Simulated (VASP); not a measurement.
**Sb: single point with PBEsol**

The system is Sb.

```xyz
4
Lattice="-2.9374 2.9374 2.9373 2.9374 -2.9374 2.9373 2.9374 2.9374 -2.9373" Properties=species:S:1:pos:R:3 pbc="T T T"
Sb    1.4686    4.4060    0.0000
Sb    1.4688    1.4686    0.0000
Sb    1.4688   -1.4686    2.9373
Sb    1.4686    1.4688    2.9373
```

* Program: VASP 6.6.1
* Task: single point
* Functional: PBEsol
* Potentials or basis: VASP PAW PBE potentials, release 64 (Sb)
* Cutoff: 520 eV
* k mesh: 7 × 7 × 7
* Occupations: fermi-dirac, width 0.05 eV
* Spin: no spin polarisation

- Pressure: 10.3 GPa
- Band gap on the k mesh: zero (band 10 reaches 10.51 eV, above the bottom of band 11 at 8.50 eV)

Levels at points of the mesh, in eV from the Fermi level:
```tsv
k point	band 8	band 9	band 10	band 11	band 12	band 13
(0.00, 0.00, 0.00)	-4.32	-4.32	-4.32	1.48	1.48	1.48
```

Run time: 67 s on 1 thread of Intel Xeon 6975P-C, with other jobs on the host, peak memory 0.26 GiB.

Caveat: the PAW data sets were made with another functional, which shifts forces and pressure a little; spin-orbit coupling is left out, which moves the levels of the heavy elements.
